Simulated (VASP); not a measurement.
# WS (Pm-3m) in VASP: a series of runs, part 2 of 2

VASP 6.6.1.

**5. Single point, r2SCAN**

Input file POSCAR:

```
WS
1.0
    3.0078900000      0.0000000000      0.0000000000
    0.0000000000      3.0078900000      0.0000000000
    0.0000000000      0.0000000000      3.0078900000
W S
1 1
Direct
    0.5000000000      0.5000000000      0.5000000000
    0.0000000000      0.0000000000      0.0000000000
```

Input file INCAR.step1:

```
ALGO = Normal ; EDIFF = 1E-4
ENCUT = 520 ; GGA = PE
ISMEAR = -1 ; LASPH = T
LCHARG = F ; LREAL = F
LWAVE = T ; NBANDS = 17
NELM = 100 ; PREC = Accurate
SIGMA = 0.05
```

Input file INCAR.step2:

```
ALGO = Normal ; EDIFF = 1E-6
ENCUT = 520 ; ISIF = 2
ISMEAR = -1 ; ISTART = 1
LASPH = T ; LCHARG = F
LMIXTAU = T ; LREAL = F
LWAVE = F ; METAGGA = R2SCAN
NBANDS = 17 ; NELM = 100
PREC = Accurate ; SIGMA = 0.05
```

Input file KPOINTS:

```
k-points
0
Gamma
  5 5 5
```

Potentials or basis: VASP PAW PBE potentials, release 64 (W_sv, S).

Command:

```console
> cat potpaw_PBE.64/W_sv/POTCAR potpaw_PBE.64/S/POTCAR > POTCAR
> cp INCAR.step1 INCAR
> mpirun -np 1 vasp_std > vasp.out
> cp INCAR.step2 INCAR
> mpirun -np 1 vasp_std > vasp.out
```

OUTCAR:

```text
EDIFF = 1E-6
   ENCUT = 520
   ISIF = 2
   ISMEAR = -1
   ISTART = 1
   LASPH = T
   LREAL = F
   METAGGA = R2SCAN
   NELM = 100
   PREC = Accurate

 ion  position               nearest neighbor table
   1  0.500  0.500  0.500-   2 2.60   2 2.60   2 2.60   2 2.60   2 2.60   2 2.60   2 2.60   2 2.60

   2  0.000  0.000  0.000-   1 2.60   1 2.60   1 2.60   1 2.60   1 2.60   1 2.60   1 2.60   1 2.60

  LATTYP: Found a simple cubic cell.
 ALAT       =     3.0078900000

  Lattice vectors:

 A1 = (   3.0078900000,   0.0000000000,   0.0000000000)
 A2 = (   0.0000000000,   3.0078900000,   0.0000000000)
 A3 = (   0.0000000000,   0.0000000000,   3.0078900000)

Analysis of symmetry for initial positions (statically):
=====================================================================
 Subroutine PRICEL returns:
 Original cell was already a primitive cell.

 Routine SETGRP: Setting up the symmetry group for a
 simple cubic supercell.

 Subroutine GETGRP returns: Found 48 space group operations
 (whereof 48 operations were pure point group operations)
 out of a pool of 48 trial point group operations.

The static configuration has the point symmetry O_h .

Analysis of symmetry for dynamics (positions and initial velocities):
=====================================================================
 Subroutine PRICEL returns:
 Original cell was already a primitive cell.

 Routine SETGRP: Setting up the symmetry group for a
 simple cubic supercell.

 Subroutine GETGRP returns: Found 48 space group operations
 (whereof 48 operations were pure point group operations)
 out of a pool of 48 trial point group operations.

The dynamic configuration has the point symmetry O_h .

 Subroutine INISYM returns: Found 48 space group operations
 (whereof 48 operations are pure point group operations),
 and found     1 'primitive' translations

----------------------------------------------------------------------------------------

                                     Primitive cell

  volume of cell :      27.2136

  direct lattice vectors                    reciprocal lattice vectors
     3.007890000  0.000000000  0.000000000     0.332458966  0.000000000  0.000000000
     0.000000000  3.007890000  0.000000000     0.000000000  0.332458966  0.000000000
     0.000000000  0.000000000  3.007890000     0.000000000  0.000000000  0.332458966

  length of vectors
     3.007890000  3.007890000  3.007890000     0.332458966  0.332458966  0.332458966

  position of ions in fractional coordinates (direct lattice)
     0.500000000  0.500000000  0.500000000
     0.000000000  0.000000000  0.000000000

  ion indices of the primitive-cell ions
   primitive index   ion index
                 1           1
                 2           2

----------------------------------------------------------------------------------------

 KPOINTS: k-points

Automatic generation of k-mesh.
 Grid dimensions read from file:
 generate k-points for:    5    5    5

 Generating k-lattice:

  Cartesian coordinates                     Fractional coordinates (reciprocal lattice)
     0.066491793  0.000000000  0.000000000     0.200000000  0.000000000  0.000000000
     0.000000000  0.066491793  0.000000000     0.000000000  0.200000000  0.000000000
     0.000000000  0.000000000  0.066491793     0.000000000  0.000000000  0.200000000

  Length of vectors
     0.066491793  0.066491793  0.066491793

  Shift w.r.t. Gamma in fractional coordinates (k-lattice)
     0.000000000  0.000000000  0.000000000

 Subroutine IBZKPT returns following result:
 ===========================================

 Found     10 irreducible k-points:

 Following reciprocal coordinates:
            Coordinates               Weight
  0.000000  0.000000  0.000000      1.000000
  0.200000  0.000000  0.000000      6.000000
  0.400000  0.000000  0.000000      6.000000
  0.200000  0.200000  0.000000     12.000000
  0.400000  0.200000  0.000000     24.000000
  0.400000  0.400000  0.000000     12.000000
  0.200000  0.200000  0.200000      8.000000
  0.400000  0.200000  0.200000     24.000000
  0.400000  0.400000  0.200000     24.000000
  0.400000  0.400000  0.400000      8.000000
   k-points           NKPTS =     10   k-points in BZ     NKDIM =     10   number of bands    NBANDS=     17
   number of dos      NEDOS =    301   number of ions     NIONS =      2
   total plane-waves  NPLWV =  13824
   dimension x,y,z NGX =    24 NGY =   24 NGZ =   24
   dimension x,y,z NGXF=    48 NGYF=   48 NGZF=   48
   ions per type =               1   1
   NGX,Y,Z   is equivalent  to a cutoff of  13.26, 13.26, 13.26 a.u.
   NGXF,Y,Z  is equivalent  to a cutoff of  26.53, 26.53, 26.53 a.u.
 SYSTEM =  unknown system
   PREC   = accura    normal or accurate (medium, high low for compatibility)
   ISTART =      1    job   : 0-new  1-cont  2-samecut
   ICHARG =      0    charge: 1-file 2-atom 10-const
   ISPIN  =      1    spin polarized calculation?
   LNONCOLLINEAR =      F non collinear calculations
   LSORBIT =      F    spin-orbit coupling
   LASPH  =      T    aspherical Exc in radial PAW
   ENCUT  =  520.0 eV  38.22 Ry    6.18 a.u.   5.59  5.59  5.59*2*pi/ulx,y,z
   NELM   =    100;   NELMIN=  2; NELMDL=  0     # of ELM steps
   EDIFF  = 0.1E-05   stopping-criterion for ELM
   LREAL  =      F    real-space projection
   EDIFFG = 0.1E-04   stopping-criterion for IOM
   NSW    =      0    number of steps for IOM
   IBRION =     -1    ionic relax: 0-MD 1-quasi-New 2-CG
   NFREE  =      0    steps in history (QN), initial steepest desc. (CG)
   ISIF   =      2    stress and relaxation
   ISYM   =      2    0-nonsym 1-usesym 2-fastsym
   POTIM  = 0.5000    time-step for ionic-motion
   TEBEG  =    0.0;   TEEND  =   0.0 temperature during run
   PSTRESS=    0.0 pullay stress
   NELECT =      20.0000    total number of electrons
   NUPDOWN=      -1.0000    fix difference up-down
   EMIN   =  10.00;   EMAX   =-10.00  energy-range for DOS
   EFERMI =   0.00;   METHOD = LEGACY
   ISMEAR =    -1;   SIGMA  =   0.05  broadening in eV -4-tet -1-fermi 0-gaus
   EFERMI_NEDOS =   21; number of points for ismear=-14 and -15
   IALGO  =     38    algorithm
   IMIX   =      4    mixing-type and parameters
     AMIX     =   0.40;   BMIX     =  1.00
     AMIX_MAG =   1.60;   BMIX_MAG =  1.00
  volume/ion in A,a.u.               =      13.61        91.82
  Fermi-wavevector in a.u.,A,eV,Ry     =   1.477371  2.791826 29.696414  2.182625
  Thomas-Fermi vector in A             =   2.591783
   LORBIT       =      0    0 simple, 1 ext, 2 COOP (PROOUT), +10 PAW based schemes
   METAGGA = R2SCAN    functional components
   LHFCALC =     F    Hartree Fock is set to
   AEXX    =    0.0000 exact exchange contribution
   IVDW    =     0    specifies the selected vdW correction
   LEPSILON=     F    determine dielectric tensor
   LRPA    =     F    only Hartree local field effects (RPA)
 non-spin polarized calculation
  energy-cutoff  :      520.00
  volume of cell :       27.21
 maximum number of plane-waves:       743
 NGX is ok and might be reduce to    24
   NGX = 11   NGY = 11   NGZ = 11

 number of electron      19.9999996 magnetization

 Free energy of the ion-electron system (eV)
  ---------------------------------------------------
  ext. energy  EPLUGINS =         0.00000000
  ---------------------------------------------------
  free energy    TOTEN  =       -58.74438403 eV

  energy without entropy =      -58.72499846  energy(sigma->0) =      -58.73469125

 E-fermi :  12.8789     XC(G=0): -14.2968

 val. band max:       12.8736538048   @ k =   0.2000   0.2000   0.0000
 cond. band min:      12.9179631499   @ k =   0.4000   0.2000   0.0000
 fundamental gap:      0.0443093452
 Fermi energy:        12.8789340858

 k-point     1 :       0.0000    0.0000    0.0000
  band No.  band energies     occupation
      1     -63.8429      2.00000
      2     -27.2806      2.00000
      3     -27.2806      2.00000
      4     -27.2806      2.00000
      5      -5.8753      2.00000
      6       7.7975      2.00000
[... 9 lines left out ...]
     16      22.7014      0.00000
     17      30.2238      0.00000
[... 161 lines left out ...]
 k-point    10 :       0.4000    0.4000    0.4000
  band No.  band energies     occupation
      1     -63.7868      2.00000
      2     -27.5743      2.00000
      3     -27.5681      2.00000
      4     -27.5681      2.00000
      5      -1.8719      2.00000
      6       3.7569      2.00000
[... 9 lines left out ...]
     16      19.6873      0.00000
     17      25.8316      0.00000

------------------------ aborting loop because EDIFF is reached ----------------------------------------

  FORCE on cell =-STRESS in cart. coord.  units (eV):
  Direction    XX          YY          ZZ          XY          YZ          ZX
  --------------------------------------------------------------------------------------
  -------------------------------------------------------------------------------------
  Total       -0.3481971     -0.3481971     -0.3481971     -0.0000000     -0.0000000     -0.0000000
  in kB      -20.4998111    -20.4998111    -20.4998111     -0.0000000     -0.0000000     -0.0000000
  external PRESSURE =     -20.4998111 kB  Pullay stress =       0.0000000 kB

 VOLUME and BASIS-vectors are now :
 -----------------------------------------------------------------------------
  energy-cutoff  :      520.00
  volume of cell :       27.21
      direct lattice vectors                 reciprocal lattice vectors
     3.007890000  0.000000000  0.000000000     0.332458966  0.000000000  0.000000000
     0.000000000  3.007890000  0.000000000     0.000000000  0.332458966  0.000000000
     0.000000000  0.000000000  3.007890000     0.000000000  0.000000000  0.332458966

 POSITION                                       TOTAL-FORCE (eV/Angst)
 -----------------------------------------------------------------------------------
      1.50395      1.50395      1.50395         0.000000      0.000000      0.000000
      0.00000      0.00000      0.00000         0.000000      0.000000      0.000000
 -----------------------------------------------------------------------------------
    total drift:                                0.000000     -0.000000     -0.000000

  FREE ENERGIE OF THE ION-ELECTRON SYSTEM (eV)
  ---------------------------------------------------
  free  energy   TOTEN  =       -58.7443840340 eV

  energy  without entropy=      -58.7249984617  energy(sigma->0) =      -58.73469125
```

OUTCAR.step1:

```text
EDIFF = 1E-4
   ENCUT = 520
   GGA = PE
   ISMEAR = -1
   LASPH = T
   LREAL = F
[... 403 lines left out ...]
 -----------------------------------------------------------------------------------
      1.50395      1.50395      1.50395         0.000000      0.000000      0.000000
      0.00000      0.00000      0.00000         0.000000      0.000000      0.000000
 -----------------------------------------------------------------------------------
    total drift:                                0.000000     -0.000000     -0.000000

  FREE ENERGIE OF THE ION-ELECTRON SYSTEM (eV)
  ---------------------------------------------------
  free  energy   TOTEN  =       -16.5260569051 eV

  energy  without entropy=      -16.5057279095  energy(sigma->0) =      -16.51589241
```

OSZICAR.step1:

```text
N       E                     dE             d eps       ncg     rms          rms(c)
DAV:   1     0.152827124391E+03    0.15283E+03   -0.11682E+04   340   0.125E+03
DAV:   2    -0.123356533565E+02   -0.16516E+03   -0.16119E+03   395   0.347E+02
DAV:   3    -0.171249792388E+02   -0.47893E+01   -0.47397E+01   387   0.549E+01
DAV:   4    -0.171659987931E+02   -0.41020E-01   -0.40919E-01   403   0.544E+00
DAV:   5    -0.171664229795E+02   -0.42419E-03   -0.42417E-03   413   0.549E-01    0.222E+01
DAV:   6    -0.165754167780E+02    0.59101E+00   -0.15686E+00   356   0.108E+01    0.969E+00
DAV:   7    -0.165334156342E+02    0.42001E-01   -0.61607E-02   370   0.190E+00    0.367E+00
DAV:   8    -0.165262113160E+02    0.72043E-02   -0.20001E-02   360   0.959E-01    0.240E-01
DAV:   9    -0.165260504661E+02    0.16085E-03   -0.67641E-04   414   0.206E-01    0.127E-01
DAV:  10    -0.165260569051E+02   -0.64390E-05   -0.13654E-04   260   0.133E-01
   1 F= -.16526057E+02 E0= -.16515892E+02  d E =-.203290E-01
```

It took 30 s on 1 thread of Intel Xeon 8259CL, shared host; peak memory 0.14 GiB.

Results:

- Free energy: -58.7444 eV
- Pressure: -2.0 GPa
- Band gap on the k mesh: zero (band 10 reaches 14.29 eV, above the bottom of band 11 at 12.27 eV)

Caveat: the k points lie up to 0.42 Å⁻¹ apart; the PAW data sets were made with another functional, which shifts forces and pressure a little; spin-orbit coupling is left out, which moves the levels of the heavy elements.

**6. The runs side by side**

```tsv
level	potentials or basis	gap on the mesh (eV)	pressure (GPa)
LDA	VASP PAW LDA potentials, release 64 (W_sv, S)	none	-10.5
PBE	VASP PAW PBE potentials, release 64 (W_sv, S)	none	0.6
revPBE	VASP PAW PBE potentials, release 64 (W_sv, S)	none	2.7
r2SCAN	VASP PAW PBE potentials, release 64 (W_sv, S)	none	-2.0
```

Alike in all rows: task single point; no spin polarisation; cell as given; k mesh 5 × 5 × 5; cutoff (eV) 520; smearing fermi-dirac 0.05 eV.

Caveats: all runs use coarse meshes; spin-orbit coupling is left out, which moves the levels of the heavy elements; the PAW data sets were made with another functional, which shifts forces and pressure a little (some runs).

Total energies depend on the potentials used, so only differences within one code and one set of settings carry meaning.
